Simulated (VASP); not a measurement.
Write the native input for VASP 6.6.1 that does the following.

| Quantity | Value |
| --- | --- |
| Task | single point |
| Functional | PBE |
| Potentials or basis | VASP PAW PBE potentials, release 64 (Zr_sv, Cd) |
| Cutoff | 520 eV |
| k mesh | 6 × 8 × 6 |
| Occupations | gaussian, width 0.1 eV |
| Spin | no spin polarisation |
| Dipole correction | no |
| Further INCAR settings | ALGO = Fast; EDIFF = 1e-06; NBANDS = 38 |

The structure of Zr3Cd2 lies in POSCAR:

```
Zr3Cd2
1.0
    5.6714096384      0.0000000000      0.0000000000
    0.0000000000      5.3771281445      0.0000000000
    0.0000000000      0.0000000000      5.6715052750
Zr Cd
3 2
Direct
    0.0000000000      0.0000000000      0.5000000000
    0.5000000000      0.0000000000      0.0000000000
    0.0000000000      0.0000000000      0.0000000000
    0.5000000000      0.5000000000      0.5000000000
    0.5000000000      0.0000000000      0.5000000000
```

These files were run (other wordings do the same):

INCAR

```
  ALGO = Fast
  EDIFF = 1E-6
  ENCUT = 520
  GGA = PE
  ISIF = 2
  ISMEAR = 0
  LASPH = True
  LCHARG = False
  LREAL = False
  LWAVE = False
  NBANDS = 38
  NELM = 60
  PREC = Accurate
  SIGMA = 0.1
```

KPOINTS

```
k-points
0
Gamma
  6 8 6
```

Potentials or basis: VASP PAW PBE potentials, release 64 (Zr_sv, Cd).

Launch:

```console
$ cat potpaw_PBE.64/Zr_sv/POTCAR potpaw_PBE.64/Cd/POTCAR > POTCAR
$ mpirun -np 1 vasp_std > vasp.out
```

Results of the run:

| Item | Value |
| --- | --- |
| Pressure | -2.0 GPa |
| Band gap on the k mesh | zero (bands 30 and 31 overlap by 0.80 eV) |

It took 13 min on 1 thread of Intel(R) Xeon(R) Platinum 8375C CPU @ 2.90GHz (Ice Lake), on a shared host, peak memory 0.55 GiB.
